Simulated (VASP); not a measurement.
# NaF (I4/mmm) in VASP: a series of runs

Runs on NaF. Level: PBE. Tasks: single point.

Everything below comes from runs of VASP 6.6.1. Logs are shortened: lines on timing, memory, paths and dates and some standing lists are left out, and cuts for length are marked.

## (1) The cell of the first run

It takes space group I4/mmm (No. 139, tetragonal). The conventional cell has a = 3.121 Å, b = 3.121 Å, c = 4.647 Å, α = 90.00°, β = 90.00°, γ = 90.00°. Na (site symmetry 4/mmm) has 6 F at 2.21 to 2.32 Å within 2.9 Å. Within 2.9 Å of F (site symmetry 4/mmm) lie 6 Na at 2.21 to 2.32 Å.

## (2) Single point, PBE (strain -0.050 along x and y, +0.000 along z)

The input, INCAR:

```
SYSTEM = NaF
PREC = Accurate
ENCUT = 520
EDIFF = 1E-6
ISMEAR = 0
SIGMA = 0.05
LREAL = .FALSE.
LASPH = .TRUE.
NELM = 80
ALGO = Normal
ISIF = 2
LWAVE = .FALSE.
LCHARG = .TRUE.
GGA = PE
LELF = .TRUE.
LVHAR = .TRUE.
NBANDS = 14
```

The input, KPOINTS:

```
Automatic mesh
0
G
  8 8 8
  0 0 0
```

The input, POSCAR:

```
NaF
1.0
    0.0000000000      2.2071350000      2.3233000000
    2.2071350000      0.0000000000      2.3233000000
    2.2071350000      2.2071350000      0.0000000000
Na F
1 1
Direct
    0.0000000000      0.0000000000      0.0000000000
    0.5000000000      0.5000000000      0.5000000000
```

Potentials or basis: VASP PAW PBE potentials, release 64 (Na_pv, F).

Run with:

```sh
$ cat potpaw_PBE.64/Na_pv/POTCAR potpaw_PBE.64/F/POTCAR > POTCAR
$ mpirun -np 1 vasp_std > vasp.out
```

OUTCAR:

```text
SYSTEM = NaF
   PREC = Accurate
   ENCUT = 520
   EDIFF = 1E-6
   ISMEAR = 0
   LREAL = .FALSE.
   LASPH = .TRUE.
   NELM = 80
   ISIF = 2
   GGA = PE

 ion  position               nearest neighbor table
   1  0.000  0.000  0.000-   2 2.21   2 2.21   2 2.21   2 2.21   2 2.32   2 2.32
   2  0.500  0.500  0.500-   1 2.21   1 2.21   1 2.21   1 2.21   1 2.32   1 2.32

  LATTYP: Found a body centered tetragonal cell.
 ALAT       =     3.1213602510
 C/A-ratio  =     1.4886458551

  Lattice vectors:

 A1 = (  -2.2071350000,   0.0000000000,   2.3233000000)
 A2 = (   2.2071350000,   0.0000000000,   2.3233000000)
 A3 = (   0.0000000000,   2.2071350000,  -2.3233000000)

Analysis of symmetry for initial positions (statically):
=====================================================================
 Subroutine PRICEL returns:
 Original cell was already a primitive cell.

 Routine SETGRP: Setting up the symmetry group for a
 body centered tetragonal supercell.

 Subroutine GETGRP returns: Found 16 space group operations
 (whereof 16 operations were pure point group operations)
 out of a pool of 16 trial point group operations.

The static configuration has the point symmetry D_4h.

Analysis of symmetry for dynamics (positions and initial velocities):
=====================================================================
 Subroutine PRICEL returns:
 Original cell was already a primitive cell.

 Routine SETGRP: Setting up the symmetry group for a
 body centered tetragonal supercell.

 Subroutine GETGRP returns: Found 16 space group operations
 (whereof 16 operations were pure point group operations)
 out of a pool of 16 trial point group operations.

The dynamic configuration has the point symmetry D_4h.

 Subroutine INISYM returns: Found 16 space group operations
 (whereof 16 operations are pure point group operations),
 and found     1 'primitive' translations

----------------------------------------------------------------------------------------

                                     Primitive cell

  volume of cell :      22.6357

  direct lattice vectors                    reciprocal lattice vectors
     0.000000000  2.207135000  2.323300000    -0.226538023  0.226538023  0.215211122
     2.207135000  0.000000000  2.323300000     0.226538023 -0.226538023  0.215211122
     2.207135000  2.207135000  0.000000000     0.226538023  0.226538023 -0.215211122

  length of vectors
     3.204554228  3.204554228  3.121360251     0.385946601  0.385946601  0.385946601

  position of ions in fractional coordinates (direct lattice)
     0.000000000  0.000000000  0.000000000
     0.500000000  0.500000000  0.500000000

  ion indices of the primitive-cell ions
   primitive index   ion index
                 1           1
                 2           2

----------------------------------------------------------------------------------------

 KPOINTS: Automatic mesh

Automatic generation of k-mesh.
 Grid dimensions read from file:
 generate k-points for:    8    8    8

 Generating k-lattice:

  Cartesian coordinates                     Fractional coordinates (reciprocal lattice)
    -0.028317253  0.028317253  0.026901390     0.125000000  0.000000000  0.000000000
     0.028317253 -0.028317253  0.026901390     0.000000000  0.125000000  0.000000000
     0.028317253  0.028317253 -0.026901390     0.000000000  0.000000000  0.125000000

  Length of vectors
     0.048243325  0.048243325  0.048243325

  Shift w.r.t. Gamma in fractional coordinates (k-lattice)
     0.000000000  0.000000000  0.000000000

 Subroutine IBZKPT returns following result:
 ===========================================

 Found     59 irreducible k-points:

 Following reciprocal coordinates:
            Coordinates               Weight
  0.000000  0.000000  0.000000      1.000000
  0.125000  0.000000  0.000000      8.000000
  0.250000  0.000000  0.000000      8.000000
  0.375000  0.000000  0.000000      8.000000
  0.500000  0.000000  0.000000      4.000000
  0.125000  0.125000  0.000000      2.000000
[... 16 lines left out ...]
  0.250000  0.000000  0.125000     16.000000
  0.375000  0.000000  0.125000     16.000000
 [... further k-points ...]
   k-points           NKPTS =     59   k-points in BZ     NKDIM =     59   number of bands    NBANDS=     14
   number of dos      NEDOS =    301   number of ions     NIONS =      2
   total plane-waves  NPLWV =  13824
   dimension x,y,z NGX =    24 NGY =   24 NGZ =   24
   dimension x,y,z NGXF=    48 NGYF=   48 NGZF=   48
   ions per type =               1   1
   NGX,Y,Z   is equivalent  to a cutoff of  12.45, 12.45, 12.78 a.u.
   NGXF,Y,Z  is equivalent  to a cutoff of  24.90, 24.90, 25.57 a.u.
 SYSTEM =  NaF
   PREC   = accura    normal or accurate (medium, high low for compatibility)
   ISTART =      0    job   : 0-new  1-cont  2-samecut
   ICHARG =      2    charge: 1-file 2-atom 10-const
   ISPIN  =      1    spin polarized calculation?
   LNONCOLLINEAR =      F non collinear calculations
   LSORBIT =      F    spin-orbit coupling
   LASPH  =      T    aspherical Exc in radial PAW
   ENCUT  =  520.0 eV  38.22 Ry    6.18 a.u.   5.96  5.96  5.80*2*pi/ulx,y,z
   NELM   =     80;   NELMIN=  2; NELMDL= -5     # of ELM steps
   EDIFF  = 0.1E-05   stopping-criterion for ELM
   LREAL  =      F    real-space projection
   EDIFFG = 0.1E-04   stopping-criterion for IOM
   NSW    =      0    number of steps for IOM
   IBRION =     -1    ionic relax: 0-MD 1-quasi-New 2-CG
   NFREE  =      0    steps in history (QN), initial steepest desc. (CG)
   ISIF   =      2    stress and relaxation
   ISYM   =      2    0-nonsym 1-usesym 2-fastsym
   POTIM  = 0.5000    time-step for ionic-motion
   TEBEG  =    0.0;   TEEND  =   0.0 temperature during run
   PSTRESS=    0.0 pullay stress
   NELECT =      14.0000    total number of electrons
   NUPDOWN=      -1.0000    fix difference up-down
   EMIN   =  10.00;   EMAX   =-10.00  energy-range for DOS
   EFERMI =   0.00;   METHOD = LEGACY
   ISMEAR =     0;   SIGMA  =   0.05  broadening in eV -4-tet -1-fermi 0-gaus
   EFERMI_NEDOS =   21; number of points for ismear=-14 and -15
   IALGO  =     38    algorithm
   IMIX   =      4    mixing-type and parameters
     AMIX     =   0.40;   BMIX     =  1.00
     AMIX_MAG =   1.60;   BMIX_MAG =  1.00
  volume/ion in A,a.u.               =      11.32        76.38
  Fermi-wavevector in a.u.,A,eV,Ry     =   1.394825  2.635838 26.470646  1.945538
  Thomas-Fermi vector in A             =   2.518337
   LORBIT       =      0    0 simple, 1 ext, 2 COOP (PROOUT), +10 PAW based schemes
   GGA     = PE    functional components
   LHFCALC =     F    Hartree Fock is set to
   AEXX    =    0.0000 exact exchange contribution
   IVDW    =     0    specifies the selected vdW correction
   LEPSILON=     F    determine dielectric tensor
   LRPA    =     F    only Hartree local field effects (RPA)
 non-spin polarized calculation
 Gauss-broadening in eV      SIGMA  =   0.05
  energy-cutoff  :      520.00
  volume of cell :       22.64
 maximum number of plane-waves:       628
   NGX = 11   NGY = 11   NGZ = 11

 number of electron      14.0000017 magnetization

 Free energy of the ion-electron system (eV)
  ---------------------------------------------------
  ext. energy  EPLUGINS =         0.00000000
  ---------------------------------------------------
  free energy    TOTEN  =        -8.47151688 eV

  energy without entropy =       -8.47151688  energy(sigma->0) =       -8.47151688

 E-fermi :  -1.2884     XC(G=0):  -9.6115

 val. band max:       -1.6348008307   @ k =   0.0000   0.0000   0.0000
 cond. band min:       5.1918686544   @ k =   0.0000   0.0000   0.0000
 fundamental gap:      6.8266694850
 Fermi energy:        -1.2883905956

 k-point     1 :       0.0000    0.0000    0.0000
  band No.  band energies     occupation
      1     -20.9903      2.00000
      2     -20.3202      2.00000
      3     -20.3032      2.00000
      4     -20.3032      2.00000
      5      -1.6512      2.00000
      6      -1.6348      2.00000
      7      -1.6348      2.00000
      8       5.1919      0.00000
      9      17.7774      0.00000
     10      18.1702      0.00000
     11      18.1702      0.00000
     12      21.1079      0.00000
     13      22.6227      0.00000
     14      24.1624      0.00000

 k-point     2 :       0.1250    0.0000    0.0000
  band No.  band energies     occupation
      1     -21.1378      2.00000
      2     -20.3207      2.00000
      3     -20.3041      2.00000
      4     -20.1324      2.00000
      5      -1.9733      2.00000
      6      -1.6959      2.00000
      7      -1.6780      2.00000
      8       5.7738      0.00000
      9      16.2529      0.00000
     10      18.1585      0.00000
     11      18.4699      0.00000
     12      22.1757      0.00000
     13      23.2069      0.00000
     14      23.5922      0.00000

 k-point     3 :       0.2500    0.0000    0.0000
  band No.  band energies     occupation
      1     -21.3672      2.00000
      2     -20.3295      2.00000
      3     -20.3061      2.00000
      4     -19.8383      2.00000
      5      -2.6543      2.00000
      6      -1.8143      2.00000
      7      -1.7810      2.00000
      8       7.1606      0.00000
      9      14.1478      0.00000
     10      18.7064      0.00000
     11      19.2083      0.00000
     12      21.6816      0.00000
     13      22.8382      0.00000
     14      24.2240      0.00000

 k-point     4 :       0.3750    0.0000    0.0000
  band No.  band energies     occupation
      1     -21.5297      2.00000
      2     -20.3384      2.00000
      3     -20.3081      2.00000
      4     -19.6093      2.00000
      5      -3.2280      2.00000
      6      -1.9298      2.00000
      7      -1.8821      2.00000
      8       8.7571      0.00000
      9      12.5364      0.00000
     10      19.0179      0.00000
     11      19.8652      0.00000
     12      21.8129      0.00000
     13      22.6645      0.00000
     14      23.7822      0.00000

 k-point     5 :       0.5000    0.0000    0.0000
  band No.  band energies     occupation
      1     -21.5867      2.00000
      2     -20.3421      2.00000
      3     -20.3090      2.00000
      4     -19.5240      2.00000
      5      -3.4447      2.00000
      6      -1.9769      2.00000
      7      -1.9236      2.00000
      8       9.7373      0.00000
      9      11.6482      0.00000
     10      19.0519      0.00000
     11      20.0512      0.00000
[... 276 lines left out ...]
 k-point    22 :       0.1250    0.0000    0.1250
  band No.  band energies     occupation
      1     -21.1758      2.00000
      2     -20.3296      2.00000
      3     -20.3164      2.00000
      4     -20.0659      2.00000
      5      -2.0379      2.00000
      6      -1.7231      2.00000
      7      -1.7211      2.00000
      8       5.9676      0.00000
      9      15.9925      0.00000
     10      18.0721      0.00000
     11      18.2913      0.00000
     12      21.9428      0.00000
     13      23.5857      0.00000
     14      24.2465      0.00000

 k-point    23 :       0.2500    0.0000    0.1250
  band No.  band energies     occupation
      1     -21.3176      2.00000
      2     -20.3385      2.00000
      3     -20.3221      2.00000
      4     -19.8762      2.00000
      5      -2.5261      2.00000
      6      -1.8234      2.00000
      7      -1.8217      2.00000
      8       7.0764      0.00000
      9      14.3691      0.00000
     10      18.4821      0.00000
     11      18.6761      0.00000
     12      20.8136      0.00000
     13      23.5074      0.00000
     14      25.9014      0.00000

 k-point    24 :       0.3750    0.0000    0.1250
  band No.  band energies     occupation
      1     -21.4472      2.00000
      2     -20.3473      2.00000
      3     -20.3242      2.00000
      4     -19.6946      2.00000
      5      -3.0396      2.00000
      6      -1.9639      2.00000
      7      -1.9294      2.00000
      8       8.6248      0.00000
      9      12.8863      0.00000
     10      18.5885      0.00000
     11      19.0184      0.00000
     12      20.5795      0.00000
     13      23.3095      0.00000
     14      25.8414      0.00000

 [... further k-points ...]
[... 5 lines left out ...]
  --------------------------------------------------------------------------------------
  -------------------------------------------------------------------------------------
  Total        1.5727759      1.5727759      0.6093359      0.0000000      0.0000000      0.0000000
  in kB      111.3228593    111.3228593     43.1294872      0.0000000      0.0000000      0.0000000
  external PRESSURE =      88.5917353 kB  Pullay stress =       0.0000000 kB

 VOLUME and BASIS-vectors are now :
 -----------------------------------------------------------------------------
  energy-cutoff  :      520.00
  volume of cell :       22.64
      direct lattice vectors                 reciprocal lattice vectors
     0.000000000  2.207135000  2.323300000    -0.226538023  0.226538023  0.215211122
     2.207135000  0.000000000  2.323300000     0.226538023 -0.226538023  0.215211122
     2.207135000  2.207135000  0.000000000     0.226538023  0.226538023 -0.215211122

 POSITION                                       TOTAL-FORCE (eV/Angst)
 -----------------------------------------------------------------------------------
      0.00000      0.00000      0.00000         0.000000     -0.000000      0.000000
      2.20714      2.20714      2.32330        -0.000000      0.000000      0.000000
 -----------------------------------------------------------------------------------
    total drift:                                0.000000     -0.000000      0.000000

  FREE ENERGIE OF THE ION-ELECTRON SYSTEM (eV)
  ---------------------------------------------------
  free  energy   TOTEN  =        -8.4715168841 eV

  energy  without entropy=       -8.4715168841  energy(sigma->0) =       -8.47151688
```

Wall time 9 s (1 thread of Intel Xeon Platinum 8259CL at 2.50GHz (Skylake/Cascade Lake), shared host); peak memory 0.14 GiB.

What came out:

```
Free energy            : -8.4715 eV
Pressure               : 8.9 GPa
Band gap on the k mesh : 6.83 eV, direct
```

Caveat: the cell differs from its parent crystal (strain -0.050 along x and y, +0.000 along z).

## (3) Single point, PBE (strain -0.050 along x and y, +0.025 along z)

The input, INCAR:

```
SYSTEM = NaF
ALGO = Normal
EDIFF = 1E-6
ENCUT = 520
GGA = PE
ISIF = 2
ISMEAR = 0
LASPH = .True.
LCHARG = .False.
LREAL = .False.
LWAVE = .False.
NBANDS = 14
NELM = 100
PREC = Accurate
SIGMA = 0.05
```

The input, KPOINTS:

```
k-points
0
Gamma
  8 8 8
  0 0 0
```

The input, POSCAR:

```
NaF
1.0
    0.0000000000      2.2071350000      2.3813825000
    2.2071350000      0.0000000000      2.3813825000
    2.2071350000      2.2071350000      0.0000000000
Na F
1 1
Direct
    0.0000000000      0.0000000000      0.0000000000
    0.5000000000      0.5000000000      0.5000000000
```

Potentials or basis: VASP PAW PBE potentials, release 64 (Na_pv, F).

Run with:

```sh
$ cat potpaw_PBE.64/Na_pv/POTCAR potpaw_PBE.64/F/POTCAR > POTCAR
$ mpirun -np 1 vasp_std > vasp.out
```

Wall time 9 s (1 thread of Intel Xeon Platinum 8259CL at 2.50GHz (Skylake/Cascade Lake), shared host); peak memory 0.14 GiB.

It converged, with:

```
Free energy            : -8.4827 eV
Pressure               : 7.4 GPa
Band gap on the k mesh : 6.67 eV, direct
```

Stress tensor (GPa, compression positive):
```
10.29  0.00  0.00
 0.00 10.29  0.00
 0.00  0.00  1.58
```

Levels at points of the mesh, in eV from the valence-band top:
```csv
k point,band 5,band 6,band 7,band 8,band 9,band 10
"(0.00, 0.00, 0.00)",-0.02,0.00,0.00,6.67,19.14,19.72
"(0.50, 0.00, 0.00)",-1.75,-0.34,-0.27,11.21,13.05,20.22
"(0.50, 0.50, 0.00)",-1.48,-0.35,-0.35,13.04,14.06,14.19
"(0.50, 0.00, 0.50)",-1.34,-0.54,-0.43,13.33,14.10,14.39
```

Caveat: the cell differs from its parent crystal (strain -0.050 along x and y, +0.025 along z).

## (4) Single point, PBE (strain -0.025 along x and y, -0.050 along z)

The input, INCAR:

```
SYSTEM = NaF
  ALGO = Normal
  EDIFF = 1E-6
  ENCUT = 520
  GGA = PE
  ISIF = 2
  ISMEAR = 0
  LASPH = .TRUE.
  LCHARG = .TRUE.
  LELF = .TRUE.
  LREAL = .FALSE.
  LVHAR = .TRUE.
  LWAVE = .FALSE.
  NBANDS = 14
  NELM = 80
  PREC = Accurate
  SIGMA = 0.05
```

The input, KPOINTS:

```
k-points
0
G
  8 8 8
  0 0 0
```

The input, POSCAR:

```
NaF
1.0
    0.0000000000      2.2652175000      2.2071350000
    2.2652175000      0.0000000000      2.2071350000
    2.2652175000      2.2652175000      0.0000000000
Na F
1 1
Direct
    0.0000000000      0.0000000000      0.0000000000
    0.5000000000      0.5000000000      0.5000000000
```

Run with:

```sh
$ cat potpaw_PBE.64/Na_pv/POTCAR potpaw_PBE.64/F/POTCAR > POTCAR
$ mpirun -np 1 vasp_std > vasp.out
```

Wall time 8.7 s (1 thread of Intel Xeon Platinum 8259CL at 2.50GHz (Skylake/Cascade Lake), shared host); peak memory 0.14 GiB.

The run converged. Its results:

```yaml
Free_energy: -8.4845 eV
Pressure: 8.5 GPa
Band_gap_on_the_k_mesh: 6.83 eV, direct
```

Stress tensor (GPa, compression positive):
```
 7.20  0.00  0.00
 0.00  7.20  0.00
 0.00  0.00 11.06
```

Levels at points of the mesh, in eV from the valence-band top:
```
           k point  band 3  band 4  band 5  band 6  band 7  band 8  band 9  band 10  band 11  band 12
(0.00, 0.00, 0.00)  -18.68  -18.68   -0.01   -0.01    0.00    6.83   19.59    19.59    19.78    22.71
(0.50, 0.00, 0.00)  -18.69  -17.91   -1.81   -0.32   -0.30   11.37   13.29    20.89    21.42    23.88
(0.50, 0.50, 0.00)  -18.76  -18.76   -1.38   -0.49   -0.49   13.44   14.20    14.63    20.81    20.81
(0.50, 0.00, 0.50)  -18.75  -18.75   -1.44   -0.45   -0.42   13.71   13.83    14.54    20.99    21.28
```

Caveat: the cell differs from its parent crystal (strain -0.025 along x and y, -0.050 along z).

## (5) Single point, PBE (strain -0.025 along x and y, +0.000 along z)

The input, INCAR:

```
SYSTEM = NaF
ALGO = Normal
EDIFF = 1E-7
ENCUT = 520
GGA = PE
ISIF = 2
ISMEAR = 0
LASPH = .True.
LCHARG = .True.
LELF = .True.
LREAL = .False.
LVHAR = .True.
LWAVE = .False.
NBANDS = 14
NELM = 80
PREC = Accurate
SIGMA = 0.05
```

The input, KPOINTS:

```
k-points
0
Gamma
  8 8 8
  0 0 0
```

The input, POSCAR:

```
NaF
1.0
    0.0000000000      2.2652175000      2.3233000000
    2.2652175000      0.0000000000      2.3233000000
    2.2652175000      2.2652175000      0.0000000000
Na F
1 1
Direct
    0.0000000000      0.0000000000      0.0000000000
    0.5000000000      0.5000000000      0.5000000000
```

Run with:

```sh
$ cat potpaw_PBE.64/Na_pv/POTCAR potpaw_PBE.64/F/POTCAR > POTCAR
$ mpirun -np 1 vasp_std > vasp.out
```

It took 9.5 s on 1 thread of Intel Xeon Platinum 8259CL at 2.50GHz (Skylake/Cascade Lake), shared host; peak memory 0.14 GiB.

Results (log left out):

```
Free energy            : -8.5353 eV
Pressure               : 4.7 GPa
Band gap on the k mesh : 6.53 eV, direct
```

Stress tensor (GPa, compression positive):
```
5.59 0.00 0.00
0.00 5.59 0.00
0.00 0.00 2.88
```

Levels at points of the mesh, in eV from the valence-band top:
```tsv
k point	band 5	band 6	band 7	band 8	band 9	band 10
(0.00, 0.00, 0.00)	0.00	0.00	0.00	6.53	19.16	19.35
(0.50, 0.00, 0.00)	-1.68	-0.29	-0.27	11.05	12.83	20.34
(0.50, 0.50, 0.00)	-1.37	-0.40	-0.40	13.28	13.62	13.98
(0.50, 0.00, 0.50)	-1.32	-0.46	-0.42	13.37	13.63	14.06
```

Caveat: the cell differs from its parent crystal (strain -0.025 along x and y, +0.000 along z).

## (6) The runs side by side

| cell | gap on the mesh (eV) | pressure (GPa) |
| --- | --- | --- |
| a = 3.205, b = 3.205, c = 3.121 Å, angles 60.9, 60.9, 58.3°, 2 atoms | 6.83 | 8.9 |
| a = 3.247, b = 3.247, c = 3.121 Å, angles 61.3, 61.3, 57.5°, 2 atoms | 6.67 | 7.4 |
| a = 3.163, b = 3.163, c = 3.204 Å, angles 59.6, 59.6, 60.9°, 2 atoms | 6.83 | 8.5 |
| a = 3.245, b = 3.245, c = 3.204 Å, angles 60.4, 60.4, 59.2°, 2 atoms | 6.53 | 4.7 |

Alike in all rows: task single point; level PBE; potentials or basis VASP PAW PBE potentials, release 64 (Na_pv, F); no spin polarisation; k mesh 8 × 8 × 8; cutoff (eV) 520; smearing gaussian 0.05 eV.

Total energies depend on the potentials used, so only differences within one code and one set of settings carry meaning.
